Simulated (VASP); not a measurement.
## AlN: single point with PBE

Crystal: AlN.

```
Al N
1.0
     3.19005    0.00000    0.00000
    -1.59503    2.76267    0.00000
     0.00000    0.00000    5.17916
Al N
2 2
Direct
  0.33333 0.66667 0.03013
  0.66667 0.33333 0.53013
  0.33333 0.66667 0.35487
  0.66667 0.33333 0.85487
```

This cell differs from its parent crystal: strained and its atoms moved.

```json
{
 "Program": "VASP 6.6.1",
 "Task": "single point",
 "Functional": "PBE",
 "Potentials or basis": "VASP PAW PBE potentials, release 64 (Al, N)",
 "Cutoff": "520 eV",
 "k mesh": "9 × 9 × 6",
 "Occupations": "gaussian, width 0.02 eV",
 "Spin": "no spin polarisation",
 "Dipole correction": "no",
 "Further INCAR settings": "ALGO = Normal; EDIFF = 1e-06; NBANDS = 16"
}
```

```yaml
Pressure: -1.4 GPa
Largest_force: 5.752 eV/Å
Band_gap_on_the_k_mesh: 3.12 eV, direct
```

Forces in eV/Å, atoms in the order of the input:
```
Al   0.000  0.000 -5.752
Al   0.000  0.000 -5.752
N    0.000  0.000  5.752
N    0.000  0.000  5.752
```

Stress tensor (GPa, compression positive):
```
-15.17   0.00   0.00
  0.00 -15.17   0.00
  0.00   0.00  26.24
```

Levels at points of the mesh, in eV from the valence-band top:
| k point | band 6 | band 7 | band 8 | band 9 | band 10 | band 11 |
| --- | --- | --- | --- | --- | --- | --- |
| (0.00, 0.00, 0.00) | -0.58 | 0.00 | 0.00 | 3.12 | 5.84 | 8.80 |
| (0.00, 0.00, 0.50) | -0.30 | -0.30 | -0.30 | 5.20 | 5.20 | 9.35 |

It took 9.8 s on 1 thread of Intel(R) Xeon(R) 6975P-C (Granite Rapids), on a shared host, peak memory 0.16 GiB.

Caveat: the cell differs from its parent crystal (strained and its atoms moved); forces of over 1 eV/Å act on the atoms, so gaps and moduli don't describe the material at rest. A k mesh can miss the band edges.
